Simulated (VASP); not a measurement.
Crystal: Sb.

```xyz
2
Lattice="2.0310 1.1726 4.8633 -2.0310 1.1726 4.8633 0.0000 -2.3452 4.8633" Properties=species:S:1:pos:R:3 pbc="T T T"
Sb    0.0000    0.0000    0.8418
Sb    0.0000    0.0000   13.7480
```

Base run:

- Program: VASP 6.6.1
- Functional: PBE
- Potentials or basis: VASP PAW PBE potentials, release 64 (Sb_d_GW)
- Cutoff: 500 eV
- k mesh: 6 × 6 × 6
- Occupations: gaussian, width 0.1 eV
- Spin: no spin polarisation

Its results: band gap on the k mesh zero (band 15 reaches 4.59 eV, above the bottom of band 16 at 4.05 eV); pressure 98.8 GPa; largest force 75.720 eV/Å.

**Question.** The run is repeated on the same cell with these changes: potentials or basis from VASP PAW PBE potentials, release 64 (Sb_d_GW) to VASP PAW PBE potentials, release 64 (Sb); cutoff from 500 eV to 520 eV; further incar settings from ALGO = Normal; EDIFF = 1e-06; NBANDS = 22 to ALGO = Normal; EDIFF = 1e-06; NBANDS = 12; valence electrons from 30 to 10. What comes out?

**Answer.** Band gap on the k mesh zero (band 5 reaches 6.47 eV, above the bottom of band 6 at 5.81 eV); pressure 89.2 GPa; largest force 68.806 eV/Å.

Caveats: spin-orbit coupling is left out, which moves the levels of the heavy elements; forces of over 1 eV/Å act on the atoms, so gaps and moduli don't describe the material at rest.
